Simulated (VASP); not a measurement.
Runs of VASP 6.6.1 on Sn. The structure is that of space group P6_3/mmc (No. 194), or close to it. The cells are those of the table. 

```tsv
cell	k mesh	gap on the mesh (eV)	pressure (GPa)
a = 3.554, b = 3.554, c = 11.704 Å, angles 90.0, 90.0, 120.0°, 4 atoms	12 × 12 × 3	none	(b)
a = 3.412, b = 3.412, c = 11.235 Å, angles 90.0, 90.0, 120.0°, 4 atoms	12 × 12 × 3	none	(a)
a = 3.508, b = 3.508, c = 11.552 Å, angles 90.0, 90.0, 120.0°, 4 atoms	12 × 12 × 3	none	0.1
a = 3.643, b = 3.643, c = 11.996 Å, angles 90.0, 90.0, 120.0°, 4 atoms	12 × 12 × 3	none	-3.0
a = 3.508, b = 3.508, c = 11.552 Å, angles 90.0, 90.0, 120.0°, 4 atoms	14 × 14 × 4	none	0.1
a = 3.508, b = 3.508, c = 11.552 Å, angles 90.0, 90.0, 120.0°, 4 atoms	11 × 11 × 3	none	-0.1
a = 3.599, b = 3.599, c = 11.852 Å, angles 90.0, 90.0, 120.0°, 4 atoms	12 × 12 × 3	none	-2.2
a = 3.461, b = 3.461, c = 11.395 Å, angles 90.0, 90.0, 120.0°, 4 atoms	12 × 12 × 3	none	1.6
a = 3.362, b = 3.362, c = 11.070 Å, angles 90.0, 90.0, 120.0°, 4 atoms	12 × 12 × 3	none	6.2
```

Alike in all rows: task single point; level BLYP; potentials or basis VASP PAW PBE potentials, release 64 (Sn_d); no spin polarisation; cutoff (eV) 520; smearing fermi-dirac 0.1 eV.

Problem. Estimate the missing entries.

Solution. (a) 3.7; (b) -1.2.

Caveats: the PAW data sets were made with another functional, which shifts forces and pressure a little; spin-orbit coupling is left out, which moves the levels of the heavy elements.

A k mesh can miss the band edges, and the runs leave out spin-orbit coupling on Sn.

A gap of «none» marks levels without a gap at the run's occupations.
